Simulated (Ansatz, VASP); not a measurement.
## One calculation of Mg, two programs

```
Mg
1.0
     3.46601    0.00000    0.00000
    -1.73301    3.00166    0.00000
     0.00000    0.00000    5.41874
Mg
2
Direct
  0.33333 0.66667 0.25000
  0.66667 0.33333 0.75000
```

Change from the starting cell: strain +0.080 along x and y, +0.040 along z, atoms carried along.

Alike in both runs: task single point; functional PBEsol; k mesh 18 × 18 × 10; occupations gaussian, width 0.15 eV; no spin polarisation.

|  | VASP | Ansatz |
| --- | --- | --- |
| version | VASP 6.6.1 | Ansatz 0.2.0 |
| potentials or method | VASP PAW PBE potentials, release 64 (Mg), cutoff 520 eV | scalar-relativistic, plane waves, PAW |
| valence electrons in the cell | 4 | 20 |

|  | VASP | Ansatz | Ansatz less VASP |
| --- | --- | --- | --- |
| gap on the k mesh at the Fermi level (eV) | none | none | - |
| pressure (GPa) | -5.3 | -5.3 | +0.07 |
| traceless stress, the component that is largest in VASP (GPa) | 0.38 | 0.39 | +0.002 |

VASP's potentials were made for PBE, not for PBEsol. A gap of «none» marks a metal or a gap that the smearing closes. VASP's potentials hold 4 valence electrons a cell and Ansatz's 20, so a difference there can come from the potentials and not from the codes.
